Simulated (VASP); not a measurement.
# TaW3O4 (Im-3m) in VASP: further runs

The runs below take TaW3O4 through single point, with PBE.

Everything below comes from runs of VASP 6.6.1. Logs are shortened: lines on timing, memory, paths and dates and some standing lists are left out, and cuts for length are marked.

### Step 1. The cell of the first run

The structure is cubic, space group Im-3m (No. 229). Conventional cell: a = 5.649 Å, b = 5.649 Å, c = 5.649 Å, α = 90.00°, β = 90.00°, γ = 90.00°. Ta (site symmetry m-3m) has 8 O at 2.45 Å and 6 W at 2.82 Å within 3.2 Å. W (site symmetry 4/mmm) has 8 O at 2.45 Å and 2 Ta at 2.82 Å and 4 W at 2.82 Å within 3.2 Å. O (site symmetry -3m) has 2 Ta at 2.45 Å and 6 W at 2.45 Å and 6 O at 2.82 Å within 3.2 Å.

### Step 2. Single point, PBE, collinear spin

Contents of INCAR:

```
SYSTEM = TaW3O4
  PREC = Accurate
  ENCUT = 520
  EDIFF = 1E-6
  ISMEAR = 0
  SIGMA = 0.1
  LREAL = .FALSE.
  LASPH = .TRUE.
  NELM = 150
  ALGO = Normal
  ISIF = 2
  LWAVE = .FALSE.
  LCHARG = .FALSE.
  ISPIN = 2
  MAGMOM = 1 0 0 0 0 0 0 0
  LORBIT = 11
  LMAXMIX = 4
  GGA = PE
  NBANDS = 52
```

Contents of KPOINTS:

```
regular mesh
0
G
  4 4 4
  0 0 0
```

Contents of POSCAR:

```
TaW3O4
1.0
   -2.8245529560      2.8245529560      2.8245529560
    2.8245529560     -2.8245529560      2.8245529560
    2.8245529560      2.8245529560     -2.8245529560
Ta W O
1 3 4
Direct
    0.0000000000      0.0000000000      0.0000000000
    0.5000000000      0.5000000000      0.0000000000
    0.5000000000      0.0000000000      0.5000000000
    0.0000000000      0.5000000000      0.5000000000
    0.5000000000      0.5000000000      0.5000000000
    0.0000000000      0.0000000000      0.5000000000
    0.0000000000      0.5000000000      0.0000000000
    0.5000000000      0.0000000000      0.0000000000
```

Potentials or basis: VASP PAW PBE potentials, release 64 (Ta_pv, W_sv, O).

Command:

```
> cat potpaw_PBE.64/Ta_pv/POTCAR potpaw_PBE.64/W_sv/POTCAR potpaw_PBE.64/O/POTCAR > POTCAR
> mpirun -np 1 vasp_std > vasp.out
```

OUTCAR:

```text
SYSTEM = TaW3O4
   PREC = Accurate
   ENCUT = 520
   EDIFF = 1E-6
   ISMEAR = 0
   LREAL = .FALSE.
   LASPH = .TRUE.
   NELM = 150
   ISIF = 2
   ISPIN = 2
   LORBIT = 11
   GGA = PE

 ion  position               nearest neighbor table
   1  0.000  0.000  0.000-   5 2.45   6 2.45   7 2.45   8 2.45   6 2.45   7 2.45   8 2.45   5 2.45
                             4 2.82   4 2.82   2 2.82   3 2.82   2 2.82   3 2.82
   2  0.500  0.500  0.000-   5 2.45   6 2.45   7 2.45   8 2.45   5 2.45   8 2.45   7 2.45   6 2.45
                             4 2.82   3 2.82   1 2.82   4 2.82   1 2.82   3 2.82
   3  0.500  0.000  0.500-   5 2.45   6 2.45   7 2.45   8 2.45   8 2.45   5 2.45   6 2.45   7 2.45
                             4 2.82   2 2.82   1 2.82   1 2.82   4 2.82   2 2.82
   4  0.000  0.500  0.500-   5 2.45   6 2.45   7 2.45   8 2.45   7 2.45   6 2.45   5 2.45   8 2.45
                             3 2.82   1 2.82   1 2.82   2 2.82   3 2.82   2 2.82
   5  0.500  0.500  0.500-   1 2.45   2 2.45   3 2.45   4 2.45   2 2.45   3 2.45   4 2.45   1 2.45

   6  0.000  0.000  0.500-   1 2.45   2 2.45   3 2.45   4 2.45   1 2.45   4 2.45   3 2.45   2 2.45

   7  0.000  0.500  0.000-   1 2.45   2 2.45   3 2.45   4 2.45   4 2.45   1 2.45   2 2.45   3 2.45

   8  0.500  0.000  0.000-   1 2.45   2 2.45   3 2.45   4 2.45   3 2.45   2 2.45   1 2.45   4 2.45

  LATTYP: Found a body centered cubic cell.
 ALAT       =     5.6491059120

  Lattice vectors:

 A1 = (  -2.8245529560,   2.8245529560,   2.8245529560)
 A2 = (   2.8245529560,  -2.8245529560,   2.8245529560)
 A3 = (   2.8245529560,   2.8245529560,  -2.8245529560)

Analysis of symmetry for initial positions (statically):
=====================================================================
 Subroutine PRICEL returns:
 Original cell was already a primitive cell.

 Routine SETGRP: Setting up the symmetry group for a
 body centered cubic supercell.

 Subroutine GETGRP returns: Found 48 space group operations
 (whereof 48 operations were pure point group operations)
 out of a pool of 48 trial point group operations.

The static configuration has the point symmetry O_h .

Analysis of symmetry for dynamics (positions and initial velocities):
=====================================================================
 Subroutine PRICEL returns:
 Original cell was already a primitive cell.

 Routine SETGRP: Setting up the symmetry group for a
 body centered cubic supercell.

 Subroutine GETGRP returns: Found 48 space group operations
 (whereof 48 operations were pure point group operations)
 out of a pool of 48 trial point group operations.

The dynamic configuration has the point symmetry O_h .

Analysis of structural, dynamic, and magnetic symmetry:
=====================================================================
[... 154 lines left out ...]

 E-fermi :  10.5285     XC(G=0): -13.2916

 val. band max:       10.5000481574   @ k =   0.2500   0.2500   0.2500
 cond. band min:      10.6141044739   @ k =   0.2500   0.2500   0.0000
 fundamental gap:      0.1140563165
 Fermi energy:        10.5285105868

 spin component 1

 k-point     1 :       0.0000    0.0000    0.0000
  band No.  band energies     occupation
      1     -64.5248      1.00000
      2     -64.4634      1.00000
      3     -64.4634      1.00000
      4     -29.0846      1.00000
      5     -29.0846      1.00000
      6     -29.0846      1.00000
[... 413 lines left out ...]
     49      13.7508      0.00000
     50      15.1907      0.00000
 Fermi energy:        10.5285105868

 spin component 2

 k-point     1 :       0.0000    0.0000    0.0000
  band No.  band energies     occupation
      1     -64.5248      1.00000
      2     -64.4634      1.00000
      3     -64.4634      1.00000
      4     -29.0846      1.00000
      5     -29.0846      1.00000
      6     -29.0846      1.00000
[... 413 lines left out ...]
     49      13.7506      0.00000
     50      15.1907      0.00000
 [bands above 50 left out]

------------------------ aborting loop because EDIFF is reached ----------------------------------------

  FORCE on cell =-STRESS in cart. coord.  units (eV):
  Direction    XX          YY          ZZ          XY          YZ          ZX
  --------------------------------------------------------------------------------------
  -------------------------------------------------------------------------------------
  Total        0.5583731      0.5583731      0.5583731     -0.0000000      0.0000000     -0.0000000
  in kB        9.9248955      9.9248955      9.9248955     -0.0000000      0.0000000     -0.0000000
  external PRESSURE =       9.9248955 kB  Pullay stress =       0.0000000 kB

 VOLUME and BASIS-vectors are now :
 -----------------------------------------------------------------------------
  energy-cutoff  :      520.00
  volume of cell :       90.14
      direct lattice vectors                 reciprocal lattice vectors
    -2.824552956  2.824552956  2.824552956     0.000000000  0.177019163  0.177019163
     2.824552956 -2.824552956  2.824552956     0.177019163  0.000000000  0.177019163
     2.824552956  2.824552956 -2.824552956     0.177019163  0.177019163  0.000000000

 POSITION                                       TOTAL-FORCE (eV/Angst)
 -----------------------------------------------------------------------------------
      0.00000      0.00000      0.00000         0.000000     -0.000000      0.000000
      0.00000      0.00000      2.82455         0.000000     -0.000000     -0.000000
      0.00000      2.82455      0.00000        -0.000000      0.000000      0.000000
      2.82455      0.00000      0.00000        -0.000000     -0.000000      0.000000
      1.41228      1.41228      1.41228        -0.000000      0.000000      0.000000
      1.41228      1.41228     -1.41228         0.000000     -0.000000     -0.000000
      1.41228     -1.41228      1.41228         0.000000      0.000000     -0.000000
     -1.41228      1.41228      1.41228        -0.000000     -0.000000      0.000000
 -----------------------------------------------------------------------------------
    total drift:                                0.000000      0.000000     -0.000000

  FREE ENERGIE OF THE ION-ELECTRON SYSTEM (eV)
  ---------------------------------------------------
  free  energy   TOTEN  =       -69.5619941132 eV

  energy  without entropy=      -69.5448699103  energy(sigma->0) =      -69.55343201

 total charge

# of ion       s       p       d       tot
------------------------------------------
    1        0.267   6.122   2.405   8.794
    2        2.323   6.167   3.452  11.942
    3        2.323   6.167   3.452  11.942
    4        2.323   6.167   3.452  11.942
    5        1.629   3.265   0.000   4.895
    6        1.629   3.265   0.000   4.895
    7        1.629   3.265   0.000   4.895
    8        1.629   3.265   0.000   4.895
--------------------------------------------------
tot         13.753  37.684  12.761  64.199

 magnetization (x)

# of ion       s       p       d       tot
------------------------------------------
    1       -0.000  -0.000  -0.000  -0.000
    2       -0.000  -0.000  -0.000  -0.000
    3       -0.000  -0.000  -0.000  -0.000
    4       -0.000  -0.000  -0.000  -0.000
    5       -0.000   0.000   0.000   0.000
    6       -0.000   0.000   0.000   0.000
    7       -0.000   0.000   0.000   0.000
    8       -0.000   0.000   0.000   0.000
--------------------------------------------------
tot         -0.000   0.000  -0.000  -0.000
```

Wall time 70 s (1 thread of Intel Xeon Platinum 8488C (Sapphire Rapids), shared host); peak memory 0.26 GiB.

What came out:

* Free energy: -69.5620 eV
* Pressure: 1.0 GPa
* Net moment: 0.00 μB per cell
* Valence electrons inside the program's atomic spheres: Ta 8.79; W 11.94; O 4.89

Levels at points of the mesh, in eV from the Fermi level:
Spin up:
```
           k point  band 35  band 36  band 37  band 38  band 39  band 40  band 41  band 42  band 43  band 44
(0.00, 0.00, 0.00)    -4.02    -4.02    -2.54    -1.88    -1.88    -1.88    -0.29    -0.29    -0.29     0.09
(0.50, 0.00, 0.00)    -1.20    -0.75    -0.72    -0.52    -0.50    -0.49    -0.48    -0.36     0.09     0.81
(0.50, 0.50, 0.50)     0.89     1.06     1.06     2.17     2.17     2.17     2.25     2.25     2.25     2.40
```
Spin down:
| k point | band 37 | band 38 | band 39 | band 40 | band 41 | band 42 |
| --- | --- | --- | --- | --- | --- | --- |
| (0.00, 0.00, 0.00) | -2.54 | -1.88 | -1.88 | -1.88 | -0.29 | -0.29 |
| (0.50, 0.00, 0.00) | -0.72 | -0.52 | -0.50 | -0.49 | -0.48 | -0.36 |
| (0.50, 0.50, 0.50) | 1.06 | 2.17 | 2.17 | 2.17 | 2.25 | 2.25 |

Caveat: the k points lie up to 0.39 Å⁻¹ apart; spin-orbit coupling is left out, which moves the levels of the heavy elements.

### Step 3. Single point, PBE

This run uses another cell than the first one, of 11.34 Å³/atom.

Contents of INCAR:

```
SYSTEM = TaW3O4
PREC     = Accurate       ! precision mode
ENCUT    = 520            ! plane-wave cutoff, eV
EDIFF    = 1E-6           ! SCF threshold, eV
ISMEAR   = 0              ! smearing method
SIGMA    = 0.1            ! smearing width, eV
LREAL    = .FALSE.        ! projectors in reciprocal space
LASPH    = .TRUE.         ! aspherical terms in the spheres
NELM     = 100            ! most SCF steps
ALGO     = Normal         ! electronic algorithm
ISIF     = 2              ! what is computed and relaxed
LWAVE    = .FALSE.        ! write WAVECAR
LCHARG   = .TRUE.         ! write CHGCAR
GGA      = PE             ! functional
LELF     = .TRUE.         ! ELF
LVHAR    = .TRUE.       
NBANDS   = 48             ! bands
```

Contents of KPOINTS:

```
Automatic mesh
0
G
  10 10 10
  0 0 0
```

Edit POSCAR of step 2 so:

```diff
@@ -2,5 +2,5 @@
 1.0
-   -2.8245529560      2.8245529560      2.8245529560
-    2.8245529560     -2.8245529560      2.8245529560
-    2.8245529560      2.8245529560     -2.8245529560
+   -2.8306756376      2.8306756376      2.8306756376
+    2.8306756376     -2.8306756376      2.8306756376
+    2.8306756376      2.8306756376     -2.8306756376
 Ta W O
```

Potentials or basis: VASP PAW PBE potentials, release 64 (Ta_pv, W_sv, O).

Command:

```
> cat potpaw_PBE.64/Ta_pv/POTCAR potpaw_PBE.64/W_sv/POTCAR potpaw_PBE.64/O/POTCAR > POTCAR
> mpirun -np 1 vasp_std > vasp.out
```

Wall time 2.5 min (1 thread of Intel Xeon Platinum 8488C (Sapphire Rapids), shared host); peak memory 0.32 GiB.

The run converged. Its results:

```
Free energy            : -69.3157 eV
Pressure               : 0.7 GPa
Band gap on the k mesh : zero (an odd number of electrons rules out a gap without spin polarisation)
```

Levels at points of the mesh, in eV from the Fermi level:
| k point | band 37 | band 38 | band 39 | band 40 | band 41 | band 42 | band 43 | band 44 |
| --- | --- | --- | --- | --- | --- | --- | --- | --- |
| (0.00, 0.00, 0.00) | -2.48 | -1.78 | -1.78 | -1.78 | -0.19 | -0.19 | -0.19 | 0.16 |
| (0.50, 0.00, 0.00) | -0.62 | -0.42 | -0.42 | -0.41 | -0.38 | -0.30 | 0.12 | 0.90 |
| (0.50, 0.50, 0.50) | 1.16 | 2.25 | 2.25 | 2.25 | 2.34 | 2.34 | 2.34 | 2.48 |

Caveat: spin-orbit coupling is left out, which moves the levels of the heavy elements; an odd number of electrons without spin polarisation forces a metal; a magnetic or distorted state may lie lower.
